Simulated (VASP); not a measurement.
The system is PtSeS4.

```
Pt Se S
1.0
     4.18301    0.00000    0.00000
    -2.09151    3.62259    0.00000
     0.00000    0.00000   10.71411
Pt Se S
1 1 4
Cartesian
  0.0000 0.0000 5.3571
  0.0000 0.0000 0.0000
  2.0915 1.2075 7.6927
  2.0915 1.2075 2.1616
  0.0000 2.4151 8.5525
  0.0000 2.4151 3.0214
```

The cell was built from a structure type or drawn by symmetry, and may not be a known phase.

| Property | Result |
| --- | --- |
| Program | VASP 6.6.1 |
| Task | relaxation of cell and atoms |
| Functional | PBE |
| Potentials or basis | VASP PAW PBE potentials, release 64 (Pt, Se, S) |
| Cutoff | 600 eV |
| k mesh | 6 × 6 × 2 |
| Occupations | gaussian, width 0.1 eV |
| Spin | no spin polarisation |

At the start: pressure -10.4 GPa; volume 27.06 Å³/atom.

Where does the relaxation end?

Over 23 steps the energy falls by 1377.4 meV/atom and the volume is 22.45 Å³/atom (-17.0 %); space group P-3m1 (No. 164, to 0.1 Å) before and after.

Step by step:
```tsv
step	energy change (eV)	largest force (eV/Å)	pressure (GPa)	volume (Å³)
1	0.0000	0.9115	-10.44	162.35
2	-2.2818	2.5722	-5.07	124.34
3	-2.6582	3.6404	1.38	109.97
4	-4.3342	3.8418	8.94	96.98
5	-4.6526	2.8466	25.93	86.70
6	-5.4398	1.9176	24.97	87.80
7	-5.8427	1.4671	29.05	90.28
8	-7.0858	0.7463	7.89	102.38
9	-7.2178	0.3319	-2.08	112.16
10	-7.2368	0.4287	0.01	109.67
11	-7.3658	0.3654	0.00	110.11
12	-7.6890	0.1908	0.04	111.23
13	-7.9740	0.6427	0.57	112.51
14	-8.0275	0.5398	0.56	113.74
15	-8.1422	0.2144	1.00	117.42
16	-8.1826	0.5362	3.39	124.64
17	-8.2051	0.4862	2.56	126.53
18	-8.2388	0.3472	0.34	132.30
19	-8.2403	0.3078	-0.21	133.97
20	-8.2458	0.2664	-0.19	134.07
21	-8.2581	0.1415	-0.13	134.35
22	-8.2630	0.1136	0.02	134.86
23	-8.2644	0.0366	-0.03	134.70
```

Final structure:
```
Pt Se S
1.0
     3.58203    0.00000    0.00000
    -1.79101    3.10213    0.00000
     0.00000    0.00000   12.12235
Pt Se S
1 1 4
Direct
  0.00000 0.00000 0.50000
  0.00000 0.00000 0.00000
  0.66667 0.33333 0.60086
  0.66667 0.33333 0.12078
  0.33333 0.66667 0.87922
  0.33333 0.66667 0.39914
```

Caveat: the volume moved by over 15 % at a fixed basis, so the end points are rough; this functional lacks dispersion, which binds the layers, so the pressure and a relaxed spacing across them are unreliable.
